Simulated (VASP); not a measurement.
# Si2Ni (Fm-3m) in VASP: notebook

Aim: see how the results for Si2Ni move with the level of theory and the settings. Levels: BLYP+D4, PBE. Tasks: relaxation of cell and atoms, single point.

Everything below comes from runs of VASP 6.6.1. Logs are shortened: lines on timing, memory, paths and dates and some standing lists are left out, and cuts for length are marked.

**1. The cell of the first run**

The structure is cubic, space group Fm-3m (No. 225). Conventional cell: a = 5.406 Å, b = 5.406 Å, c = 5.406 Å, α = 90.00°, β = 90.00°, γ = 90.00°. Within 3.1 Å of Ni (site symmetry m-3m) lie 8 Si at 2.34 Å. Si (site symmetry -43m) has 4 Ni at 2.34 Å and 6 Si at 2.70 Å within 3.1 Å.

**2. Relaxation of cell and atoms, BLYP+D4, collinear spin, ferromagnetic start**

INCAR reads:

```
SYSTEM = Si2Ni
AGGAC = 1.0 ; AGGAX = 1.0
ALDAC = 0.0 ; ALDAX = 1.0
ALGO = Normal ; EDIFF = 1E-6
EDIFFG = -0.01 ; ENCUT = 600
GGA = B5 ; IBRION = 2
ISIF = 3 ; ISMEAR = -1
ISPIN = 2 ; IVDW = 13
LASPH = .TRUE. ; LCHARG = .FALSE.
LMAXMIX = 4 ; LORBIT = 11
LREAL = .FALSE. ; LWAVE = .FALSE.
MAGMOM = 1 0 0 ; NELM = 150
NSW = 60 ; PREC = Accurate
SIGMA = 0.05 ; VDW_A1 = 0.44488865
VDW_A2 = 4.0933009 ; VDW_S6 = 1.0
VDW_S8 = 2.34076671
```

KPOINTS reads:

```
k-points
0
G
  9 9 9
  0 0 0
```

POSCAR reads:

```
Si2Ni
1.0
    0.0000000000      2.7030000000      2.7030000000
    2.7030000000      0.0000000000      2.7030000000
    2.7030000000      2.7030000000      0.0000000000
Ni Si
1 2
Direct
    0.0000000000      0.0000000000      0.0000000000
    0.7500000000      0.7500000000      0.7500000000
    0.2500000000      0.2500000000      0.2500000000
```

Potentials or basis: VASP PAW PBE potentials, release 64 (Ni, Si).

Run with:

```sh
$ cat potpaw_PBE.64/Ni/POTCAR potpaw_PBE.64/Si/POTCAR > POTCAR
$ mpirun -np 1 vasp_std > vasp.out
```

OUTCAR:

```text
SYSTEM = Si2Ni
   EDIFF = 1E-6
   EDIFFG = -0.01
   ENCUT = 600
   GGA = B5
   IBRION = 2
   ISIF = 3
   ISMEAR = -1
   ISPIN = 2
   IVDW = 13
   LASPH = .TRUE.
   LORBIT = 11
   LREAL = .FALSE.
   NELM = 150
   NSW = 60
   PREC = Accurate

 ion  position               nearest neighbor table
   1  0.000  0.000  0.000-   2 2.34   2 2.34   3 2.34   3 2.34   2 2.34   2 2.34   3 2.34   3 2.34

   2  0.750  0.750  0.750-   1 2.34   1 2.34   1 2.34   1 2.34   3 2.70   3 2.70   3 2.70   3 2.70
                             3 2.70   3 2.70
   3  0.250  0.250  0.250-   1 2.34   1 2.34   1 2.34   1 2.34   2 2.70   2 2.70   2 2.70   2 2.70
                             2 2.70   2 2.70

  LATTYP: Found a face centered cubic cell.
 ALAT       =     5.4060000000

  Lattice vectors:

 A1 = (   0.0000000000,   2.7030000000,   2.7030000000)
 A2 = (   2.7030000000,   0.0000000000,   2.7030000000)
 A3 = (   2.7030000000,   2.7030000000,   0.0000000000)

Analysis of symmetry for initial positions (statically):
=====================================================================
 Subroutine PRICEL returns:
 Original cell was already a primitive cell.

 Routine SETGRP: Setting up the symmetry group for a
 face centered cubic supercell.

 Subroutine GETGRP returns: Found 48 space group operations
 (whereof 48 operations were pure point group operations)
 out of a pool of 48 trial point group operations.

The static configuration has the point symmetry O_h .

Analysis of symmetry for dynamics (positions and initial velocities):
=====================================================================
 Subroutine PRICEL returns:
 Original cell was already a primitive cell.

 Routine SETGRP: Setting up the symmetry group for a
 face centered cubic supercell.

 Subroutine GETGRP returns: Found 48 space group operations
 (whereof 48 operations were pure point group operations)
 out of a pool of 48 trial point group operations.

The dynamic configuration has the point symmetry O_h .

Analysis of structural, dynamic, and magnetic symmetry:
=====================================================================
 Subroutine PRICEL returns:
 Original cell was already a primitive cell.

 Routine SETGRP: Setting up the symmetry group for a
 face centered cubic supercell.

 Subroutine GETGRP returns: Found 48 space group operations
 (whereof 48 operations were pure point group operations)
 out of a pool of 48 trial point group operations.

The overall configuration has the point symmetry O_h .

 Subroutine INISYM returns: Found 48 space group operations
 (whereof 48 operations are pure point group operations),
 and found     1 'primitive' translations

----------------------------------------------------------------------------------------

                                     Primitive cell

  volume of cell :      39.4974

  direct lattice vectors                    reciprocal lattice vectors
     0.000000000  2.703000000  2.703000000    -0.184979652  0.184979652  0.184979652
     2.703000000  0.000000000  2.703000000     0.184979652 -0.184979652  0.184979652
     2.703000000  2.703000000  0.000000000     0.184979652  0.184979652 -0.184979652

  length of vectors
     3.822619259  3.822619259  3.822619259     0.320394156  0.320394156  0.320394156

  position of ions in fractional coordinates (direct lattice)
     0.000000000  0.000000000  0.000000000
     0.750000000  0.750000000  0.750000000
     0.250000000  0.250000000  0.250000000

  ion indices of the primitive-cell ions
   primitive index   ion index
                 1           1
                 2           2
                 3           3

----------------------------------------------------------------------------------------

 KPOINTS: k-points

Automatic generation of k-mesh.
 Grid dimensions read from file:
 generate k-points for:    9    9    9

 Generating k-lattice:

  Cartesian coordinates                     Fractional coordinates (reciprocal lattice)
    -0.020553295  0.020553295  0.020553295     0.111111111  0.000000000  0.000000000
     0.020553295 -0.020553295  0.020553295     0.000000000  0.111111111  0.000000000
     0.020553295  0.020553295 -0.020553295     0.000000000  0.000000000  0.111111111

  Length of vectors
     0.035599351  0.035599351  0.035599351

  Shift w.r.t. Gamma in fractional coordinates (k-lattice)
     0.000000000  0.000000000  0.000000000

 Subroutine IBZKPT returns following result:
 ===========================================

 Found     35 irreducible k-points:

 Following reciprocal coordinates:
            Coordinates               Weight
  0.000000  0.000000  0.000000      1.000000
  0.111111  0.000000  0.000000      8.000000
  0.222222  0.000000  0.000000      8.000000
  0.333333  0.000000  0.000000      8.000000
  0.444444  0.000000  0.000000      8.000000
  0.111111  0.111111  0.000000      6.000000
[... 16 lines left out ...]
 -0.333333  0.333333  0.000000     12.000000
  0.444444  0.444444  0.000000      6.000000
 [... further k-points ...]
   k-points           NKPTS =     35   k-points in BZ     NKDIM =     35   number of bands    NBANDS=     14
   number of dos      NEDOS =    301   number of ions     NIONS =      3
   total plane-waves  NPLWV =  32768
   dimension x,y,z NGX =    32 NGY =   32 NGZ =   32
   dimension x,y,z NGXF=    64 NGYF=   64 NGZF=   64
   ions per type =               1   2
   NGX,Y,Z   is equivalent  to a cutoff of  13.92, 13.92, 13.92 a.u.
   NGXF,Y,Z  is equivalent  to a cutoff of  27.83, 27.83, 27.83 a.u.
 SYSTEM =  Si2Ni
   PREC   = accura    normal or accurate (medium, high low for compatibility)
   ISTART =      0    job   : 0-new  1-cont  2-samecut
   ICHARG =      2    charge: 1-file 2-atom 10-const
   ISPIN  =      2    spin polarized calculation?
   LNONCOLLINEAR =      F non collinear calculations
   LSORBIT =      F    spin-orbit coupling
   LASPH  =      T    aspherical Exc in radial PAW
   ENCUT  =  600.0 eV  44.10 Ry    6.64 a.u.   7.63  7.63  7.63*2*pi/ulx,y,z
   NELM   =    150;   NELMIN=  2; NELMDL= -5     # of ELM steps
   EDIFF  = 0.1E-05   stopping-criterion for ELM
   LREAL  =      F    real-space projection
   EDIFFG = -.1E-01   stopping-criterion for IOM
   NSW    =     60    number of steps for IOM
   IBRION =      2    ionic relax: 0-MD 1-quasi-New 2-CG
   NFREE  =      1    steps in history (QN), initial steepest desc. (CG)
   ISIF   =      3    stress and relaxation
   ISYM   =      2    0-nonsym 1-usesym 2-fastsym
   POTIM  = 0.5000    time-step for ionic-motion
   TEBEG  =    0.0;   TEEND  =   0.0 temperature during run
   PSTRESS=    0.0 pullay stress
   NELECT =      18.0000    total number of electrons
   NUPDOWN=      -1.0000    fix difference up-down
   EMIN   =  10.00;   EMAX   =-10.00  energy-range for DOS
   EFERMI =   0.00;   METHOD = LEGACY
   ISMEAR =    -1;   SIGMA  =   0.05  broadening in eV -4-tet -1-fermi 0-gaus
   EFERMI_NEDOS =   21; number of points for ismear=-14 and -15
   IALGO  =     38    algorithm
   IMIX   =      4    mixing-type and parameters
     AMIX     =   0.40;   BMIX     =  1.00
     AMIX_MAG =   1.60;   BMIX_MAG =  1.00
  volume/ion in A,a.u.               =      13.17        88.85
  Fermi-wavevector in a.u.,A,eV,Ry     =   1.259823  2.380721 21.594550  1.587155
  Thomas-Fermi vector in A             =   2.393364
   LORBIT       =     11    0 simple, 1 ext, 2 COOP (PROOUT), +10 PAW based schemes
   GGA     = B5    functional components
   LHFCALC =     F    Hartree Fock is set to
   AEXX    =    0.0000 exact exchange contribution
   IVDW    =    13    specifies the selected vdW correction
   LEPSILON=     F    determine dielectric tensor
   LRPA    =     F    only Hartree local field effects (RPA)
 conjugate gradient relaxation of ions
 spin polarized calculation
  energy-cutoff  :      600.00
  volume of cell :       39.50
 maximum number of plane-waves:      1363
   NGX = 15   NGY = 15   NGZ = 15

--------------------------------------- Ionic step        1  -------------------------------------------

 number of electron      18.0000004 magnetization       0.0031463

 number of electron      18.0000004 magnetization      -0.0001595

 Free energy of the ion-electron system (eV)
  ---------------------------------------------------
  ext. energy  EPLUGINS =         0.00000000
  ---------------------------------------------------
  free energy    TOTEN  =       -14.34609931 eV

  energy without entropy =      -14.34034297  energy(sigma->0) =      -14.34322114

------------------------ aborting loop because EDIFF is reached ----------------------------------------

  DFT-D4 for vdW energy calculation

  Edisp (eV):   -2.65562
[... 77 lines left out ...]
 number of electron      18.0000003 magnetization      -0.0000026

 number of electron      18.0000003 magnetization       0.0000061

 Free energy of the ion-electron system (eV)
  ---------------------------------------------------
  ext. energy  EPLUGINS =         0.00000000
  ---------------------------------------------------
  free energy    TOTEN  =       -14.36196030 eV

  energy without entropy =      -14.35645968  energy(sigma->0) =      -14.35920999

 E-fermi :  10.8611     XC(G=0): -10.8973

 val. band max:       10.7609246086   @ k =   0.3333   0.2222   0.0000
 cond. band min:      10.9419666587   @ k =  -0.4444   0.4444   0.1111
 fundamental gap:      0.1810420501
 Fermi energy:        10.8610977077

 spin component 1

 k-point     1 :       0.0000    0.0000    0.0000
  band No.  band energies     occupation
      1      -2.8763      1.00000
      2       5.6882      1.00000
      3       5.6882      1.00000
      4       5.6882      1.00000
      5       7.3715      1.00000
      6       7.3715      1.00000
      7      10.2894      0.99999
      8      12.5599      0.00000
      9      12.5599      0.00000
     10      12.5599      0.00000
     11      13.2734      0.00000
     12      13.2734      0.00000
     13      13.2734      0.00000
     14      15.6366      0.00000
[... 379 lines left out ...]
      3       3.5725      1.00000
      4       6.3508      1.00000
      5       6.3508      1.00000
      6       7.4248      1.00000
      7       7.4248      1.00000
      8       7.5285      1.00000
      9       7.7463      1.00000
     10      10.3874      0.99992
     11      12.5196      0.00000
     12      18.6798      0.00000
     13      18.7525      0.00000
     14      18.7525      0.00000

 [... further k-points ...]

 spin component 2

 k-point     1 :       0.0000    0.0000    0.0000
  band No.  band energies     occupation
      1      -2.8763      1.00000
      2       5.6882      1.00000
      3       5.6882      1.00000
      4       5.6882      1.00000
      5       7.3715      1.00000
      6       7.3715      1.00000
      7      10.2894      0.99999
      8      12.5598      0.00000
      9      12.5598      0.00000
     10      12.5598      0.00000
     11      13.2734      0.00000
     12      13.2734      0.00000
     13      13.2734      0.00000
     14      15.6366      0.00000
[... 425 lines left out ...]
  FREE ENERGIE OF THE ION-ELECTRON SYSTEM (eV)
  ---------------------------------------------------
  free  energy   TOTEN  =       -17.0023009651 eV

  energy  without entropy=      -16.9968003392  energy(sigma->0) =      -16.99955065

 reached required accuracy - stopping structural energy minimisation

 total charge

# of ion       s       p       d       tot
------------------------------------------
    1        0.558   0.781   8.485   9.825
    2        0.760   0.847   0.000   1.607
    3        0.760   0.847   0.000   1.607
--------------------------------------------------
tot          2.078   2.476   8.485  13.039

 magnetization (x)

# of ion       s       p       d       tot
------------------------------------------
    1       -0.000  -0.000  -0.000  -0.000
    2        0.000   0.000   0.000   0.000
    3        0.000   0.000   0.000   0.000
--------------------------------------------------
tot         -0.000   0.000  -0.000  -0.000
```

Wall time 2.6 min (1 thread of Intel Xeon 8259CL, shared host); peak memory 0.23 GiB.

Results:

- Free energy: -17.0023 eV
- Relaxed volume: 13.24 Å³/atom
- Relaxed cell: a = 3.830 Å, b = 3.830 Å, c = 3.830 Å, α = 60.00°, β = 60.00°, γ = 60.00°
- Space group after relaxing (to 0.05 Å): Fm-3m (No. 225)
- Energy gained by relaxing: 0.2 meV/atom
- Ionic steps: 3
- Pressure after relaxing: 0.0 GPa
- Band gap on the k mesh: zero (filled and empty bands overlap)
- Net moment: 0.00 μB per cell
- Valence electrons inside the program's atomic spheres: Ni 9.82; Si 1.61
- Dispersion energy per atom: -0.880 eV

Step by step:
| step | energy change (eV) | largest force (eV/Å) | pressure (GPa) | volume (Å³) |
| --- | --- | --- | --- | --- |
| 1 | 0.0000 | 0.0000 | 0.83 | 39.50 |
| 2 | -0.0003 | 0.0000 | -0.60 | 39.89 |
| 3 | -0.0006 | 0.0000 | 0.02 | 39.73 |

Final structure:
```
Ni Si
1.0
     0.00000    2.70818    2.70818
     2.70818    0.00000    2.70818
     2.70818    2.70818    0.00000
Ni Si
1 2
Direct
  0.00000 0.00000 0.00000
  0.75000 0.75000 0.75000
  0.25000 0.25000 0.25000
```

Levels at points of the mesh, in eV from the Fermi level:
Spin up:
```csv
k point,band 5,band 6,band 7,band 8,band 9,band 10,band 11,band 12,band 13,band 14
"(0.00, 0.00, 0.00)",-3.49,-3.49,-0.57,1.70,1.70,1.70,2.41,2.41,2.41,4.78
```
Spin down:
```
           k point  band 6  band 7  band 8  band 9  band 10  band 11  band 12  band 13
(0.00, 0.00, 0.00)   -3.49   -0.57    1.70    1.70     1.70     2.41     2.41     2.41
```

Caveat: the PAW data sets were made with another functional, which shifts forces and pressure a little; pairwise dispersion overbinds metals, which lowers pressure and volume. Zero-point motion and thermal expansion aren't in these numbers.

**3. Single point, PBE, collinear spin, ferromagnetic start**

This run uses another cell than the first one, of 13.50 Å³/atom, 1.025 times its volume.

INCAR reads:

```
ALGO = Normal
EDIFF = 1E-6
ENCUT = 520
GGA = PE
ISIF = 2
ISMEAR = -1
ISPIN = 2
LASPH = True
LCHARG = True
LELF = True
LMAXMIX = 4
LORBIT = 11
LREAL = False
LVHAR = True
LWAVE = False
MAGMOM = 1 0 0
NBANDS = 20
NELM = 150
PREC = Accurate
SIGMA = 0.05
```

KPOINTS reads:

```
k-points
0
Gamma
  9 9 9
```

POSCAR reads:

```
Si2Ni
1.0
    0.0000000000      2.7257693323      2.7257693323
    2.7257693323      0.0000000000      2.7257693323
    2.7257693323      2.7257693323      0.0000000000
Ni Si
1 2
Direct
    0.0000000000      0.0000000000      0.0000000000
    0.7500000000      0.7500000000      0.7500000000
    0.2500000000      0.2500000000      0.2500000000
```

Potentials or basis: VASP PAW PBE potentials, release 64 (Ni, Si).

Run with:

```sh
$ cat potpaw_PBE.64/Ni/POTCAR potpaw_PBE.64/Si/POTCAR > POTCAR
$ mpirun -np 1 vasp_std > vasp.out
```

Wall time 47 s (1 thread of Intel Xeon 6975P-C (Granite Rapids), shared host); peak memory 0.2 GiB.

The run converged. Its results:

| Item | Value |
| --- | --- |
| Free energy | -17.3759 eV |
| Pressure | -0.1 GPa |
| Band gap on the k mesh | zero (filled and empty bands overlap) |
| Net moment | 0.00 μB per cell |
| Valence electrons inside the program's atomic spheres | Ni 9.74; Si 1.57 |

Levels at points of the mesh, in eV from the Fermi level:
Spin up:
```
           k point  band 5  band 6  band 7  band 8  band 9  band 10  band 11  band 12  band 13  band 14
(0.00, 0.00, 0.00)   -3.37   -3.37   -0.49    1.67    1.67     1.67     2.33     2.33     2.33     4.67
```
Spin down:
| k point | band 5 | band 6 | band 7 | band 8 | band 9 | band 10 | band 11 | band 12 | band 13 | band 14 |
| --- | --- | --- | --- | --- | --- | --- | --- | --- | --- | --- |
| (0.00, 0.00, 0.00) | -3.37 | -3.37 | -0.49 | 1.67 | 1.67 | 1.67 | 2.33 | 2.33 | 2.33 | 4.67 |

**4. Single point, PBE**

INCAR reads:

```
PREC = Accurate ; ENCUT = 520
EDIFF = 1E-6 ; ISMEAR = -1
SIGMA = 0.05 ; LREAL = F
LASPH = T ; NELM = 100
ALGO = Normal ; ISIF = 2
LWAVE = F ; LCHARG = T
GGA = PE ; LELF = T
LVHAR = T ; NBANDS = 16
```

KPOINTS reads:

```
Automatic mesh
0
Gamma
  9 9 9
```

POSCAR reads:

```
Si2Ni
1.0
    0.0000000000      2.7030000000      2.7030000000
    2.7030000000      0.0000000000      2.7030000000
    2.7030000000      2.7030000000      0.0000000000
Ni Si
1 2
Direct
    0.0000000000      0.0000000000      0.0000000000
    0.7500000000      0.7500000000      0.7500000000
    0.2500000000      0.2500000000      0.2500000000
```

Run with:

```sh
$ cat potpaw_PBE.64/Ni/POTCAR potpaw_PBE.64/Si/POTCAR > POTCAR
$ mpirun -np 1 vasp_std > vasp.out
```

Wall time 9.7 s (1 thread of Intel Xeon 6975P-C (Granite Rapids), shared host); peak memory 0.15 GiB.

The run converged. Its results:

* Free energy: -17.3643 eV
* Pressure: 3.7 GPa
* Band gap on the k mesh: zero (band 9 reaches 12.16 eV, above the bottom of band 10 at 10.03 eV)

Levels at points of the mesh, in eV from the Fermi level:
| k point | band 7 | band 8 | band 9 | band 10 | band 11 | band 12 |
| --- | --- | --- | --- | --- | --- | --- |
| (0.00, 0.00, 0.00) | -0.32 | 1.68 | 1.68 | 1.68 | 2.26 | 2.26 |

(Part 1 of 2 ends here.)
